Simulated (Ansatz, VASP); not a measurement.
## BiTe in VASP and in Ansatz

Contents of INCAR:

```
PREC = Accurate
ENCUT = 600
EDIFF = 1E-7
ISMEAR = -1
SIGMA = 0.05
LREAL = F
LASPH = T
NELM = 60
ALGO = Normal
ISIF = 3
LWAVE = F
LCHARG = F
GGA = RP
IBRION = 2
NSW = 60
EDIFFG = -0.01
```

File KPOINTS:

```
regular mesh
0
Gamma
  7 7 7
```

The input POSCAR:

```
BiTe
1.0
    0.0000000000      3.2350000000      3.2350000000
    3.2350000000      0.0000000000      3.2350000000
    3.2350000000      3.2350000000      0.0000000000
Bi Te
1 1
Direct
    0.0000000000      0.0000000000      0.0000000000
    0.5000000000      0.5000000000      0.5000000000
```

The input input.yaml:

```yaml
crystal:
  lattice:
    - [0.0, 3.235, 3.235]
    - [3.235, 0.0, 3.235]
    - [3.235, 3.235, 0.0]
  atoms:
    - { symbol: Bi, position: [0.0, 0.0, 0.0] }
    - { symbol: Te, position: [0.5, 0.5, 0.5] }
hamiltonian:
  xc: rpbe
  pseudopotentials: { kind: paw }
kpoints:
  mp_grid: { grid: [7, 7, 7] }
scf:
  occupations: { method: fermi_dirac, width: 0.05 }
output:
  forces: true
  stress: true
  eigenvalues: true
relax:
  f_tol: 0.01
  max_steps: 40
  cell: { stress_tol: 0.05 }
```

Alike in both runs: task relaxation of cell and atoms; functional RPBE; k mesh 7 × 7 × 7; occupations fermi-dirac, width 0.05 eV; no spin polarisation.

```csv
,VASP,Ansatz
version,VASP 6.6.1,Ansatz 0.2.0
potentials or method,"VASP PAW PBE potentials, release 64 (Bi_d, Te)",Ansatz PAW
plane-wave cutoff (eV),600,420
valence electrons in the cell,21,31
```

|  | VASP | Ansatz | Ansatz less VASP |
| --- | --- | --- | --- |
| gap on the k mesh at the Fermi level, each at its own relaxed structure (eV) | none | none | - |
| relaxed volume (Å³/atom) | 35.47 | 35.51 | +0.044 |
| relaxed cell length with the largest relative difference (Å) | 4.646 | 4.648 | +0.0019 |

VASP's potentials were made for PBE, not for RPBE. A gap of «none» marks a metal or a gap that the smearing closes. VASP's potentials hold 21 valence electrons a cell and Ansatz's 31, so a difference there can come from the potentials and not from the codes.

Spin-orbit coupling is off throughout. Noted on Ansatz's run: the plane-wave basis is chosen anew once the cell has moved, so the energies of steps on either side of that aren't comparable.
